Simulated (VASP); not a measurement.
Wanted: the native input for a VASP 6.6.1 run.

* Task: single point
* Functional: PBEsol
* Potentials or basis: VASP PAW PBE potentials, release 64 (Rh_pv)
* Cutoff: 520 eV
* k mesh: 12 × 12 × 2
* Occupations: gaussian, width 0.15 eV
* Spin: no spin polarisation
* Dipole correction: no
* Further INCAR settings: ALGO = Fast; EDIFF = 1e-07; NBANDS = 70

The structure of Rh lies in POSCAR:

```
Rh
1.0
    2.6755409133     -0.0000728907      0.0000240648
   -1.3378335818      2.3161343777     -0.0000540797
    0.0001569964     -0.0003167496     17.4618697512
Rh
8
Direct
   -0.0003539047     -0.0002556675      0.5000039590
    0.0003196412      0.0002440222      0.0000024941
    0.3333636249      0.6666350314      0.1249999075
    0.3334439215      0.6668699917      0.6249984642
   -0.0003959539     -0.0004553928      0.2499991247
    0.0003421512      0.0004055978      0.7499978860
    0.6662328637      0.3328761496      0.3749991568
    0.6670476562      0.3336802677      0.8749990076
```

This isn't the form of Rh at room conditions, which is fcc.

These files were run (other wordings do the same):

INCAR

```
SYSTEM = Rh
PREC     = Accurate       ! precision mode
ENCUT    = 520            ! plane-wave cutoff, eV
EDIFF    = 1E-7           ! SCF threshold, eV
ISMEAR   = 0              ! smearing method
SIGMA    = 0.15           ! smearing width, eV
LREAL    = .False.        ! projectors in reciprocal space
LASPH    = .True.         ! aspherical terms in the spheres
NELM     = 60             ! most SCF steps
ALGO     = Fast           ! electronic algorithm
ISIF     = 2              ! what is computed and relaxed
LWAVE    = .False.        ! write WAVECAR
LCHARG   = .True.         ! write CHGCAR
GGA      = PS             ! functional
LELF     = .True.         ! ELF
LVHAR    = .True.       
NBANDS   = 70             ! bands
```

KPOINTS

```
Automatic mesh
0
Gamma
  12 12 2
  0 0 0
```

Potentials or basis: VASP PAW PBE potentials, release 64 (Rh_pv).

The run is started by

```bash
$ cat potpaw_PBE.64/Rh_pv/POTCAR > POTCAR
$ mpirun -np 1 vasp_std > vasp.out
```

Results of the run:

```
Pressure               : -0.1 GPa
Band gap on the k mesh : zero (bands 60 and 61 overlap by 2.04 eV)
```

Caveat: the PAW data sets were made with another functional, which shifts forces and pressure a little.

It took 55 min on 1 thread of Oxide Virtual Turin-like Processor, with other jobs on the host, peak memory 0.72 GiB.
